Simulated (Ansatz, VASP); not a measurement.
## One calculation of FeO, two programs

File POSCAR:

```
FeO
1.0
    2.6881124140     -1.6386460738      0.0000000000
    2.6881124140      1.6386460738      0.0000000000
   -1.3806179561      0.0000000000      5.1959302854
Fe O
2 2
Direct
    0.5000000000      0.5000000000      0.5000000000
    0.0000000000      0.0000000000      0.0000000000
    0.7500000000      0.7500000000      0.2500000000
    0.2500000000      0.2500000000      0.7500000000
```

Contents of INCAR.step1:

```
SYSTEM = FeO
ALGO = Normal
EDIFF = 1E-4
ENCUT = 520
GGA = PE
ISMEAR = 1
ISPIN = 2
LASPH = .TRUE.
LCHARG = .FALSE.
LDAU = .TRUE.
LDAUJ = 0 0
LDAUL = 2 -1
LDAUTYPE = 2
LDAUU = 2 0
LMAXMIX = 4
LREAL = .FALSE.
LWAVE = .TRUE.
MAGMOM = 2.4 -2.4 0 0
NBANDS = 26
NELM = 150
PREC = Accurate
SIGMA = 0.1
```

The input INCAR.step2:

```
SYSTEM = FeO
ALGO = Normal
EDIFF = 1E-6
ENCUT = 520
ISIF = 2
ISMEAR = 1
ISPIN = 2
ISTART = 1
LASPH = .TRUE.
LCHARG = .TRUE.
LDAU = .TRUE.
LDAUJ = 0 0
LDAUL = 2 -1
LDAUPRINT = 1
LDAUTYPE = 2
LDAUU = 2 0
LELF = .TRUE.
LMAXMIX = 4
LMIXTAU = .TRUE.
LORBIT = 11
LREAL = .FALSE.
LVHAR = .TRUE.
LWAVE = .FALSE.
MAGMOM = 2.4 -2.4 0 0
METAGGA = R2SCAN
NBANDS = 26
NELM = 150
PREC = Accurate
SIGMA = 0.1
```

The input KPOINTS:

```
k-points
0
G
  8 8 5
  0 0 0
```

Input for Ansatz:

```yaml
crystal:
  lattice:
    - [2.688112414027191, -1.6386460738191169, 0.0]
    - [2.688112414027191, 1.6386460738191169, 0.0]
    - [-1.3806179561180685, 0.0, 5.195930285432558]
  atoms:
    - { symbol: Fe, position: [0.5, 0.5, 0.5], spin: 2.4 }
    - { symbol: Fe, position: [0.0, 0.0, 0.0], spin: -2.4 }
    - { symbol: O, position: [0.75, 0.75, 0.25] }
    - { symbol: O, position: [0.25, 0.25, 0.75] }
basis:
  ecutwfc: 600.0
kpoints:
  mp_grid:
    grid: [8, 8, 5]
hamiltonian:
  xc: r2scan
  hubbard:
    - { species: Fe, l: d, u_eff: 2.0 }
magnetization:
  spin_polarized: true
scf:
  occupations:
    method: cold
```

Alike in both runs: task single point; functional r2SCAN; k mesh 8 × 8 × 5; collinear spin; Hubbard terms Fe d U = 2.0 eV.

|  | VASP | Ansatz |
| --- | --- | --- |
| version | VASP 6.6.1 | Ansatz 0.2.0 |
| potentials or method | VASP PAW PBE potentials, release 64 (Fe, O), cutoff 520 eV | plane waves, PAW |
| occupations | methfessel-paxton of order 1, width 0.1 eV | cold |
| valence electrons in the cell | 28 | 44 |

VASP gave:

```
net moment per atom (μB)                                      : 0.00
size of the moment on the site where the two differ most (μB) : 3.68
```

Which values does Ansatz return?

net moment per atom (μB): 0.00; size of the moment on the site where the two differ most (μB): 3.45.

VASP's potentials were made for PBE, not for r2SCAN. Site moments also hang on the region over which each program counts them. The programs project onto different local orbitals, so the same U acts differently, and such runs can settle in different states. VASP's potentials hold 28 valence electrons a cell and Ansatz's 44, so a difference there can come from the potentials and not from the codes. Ansatz's warnings: stability check not made.
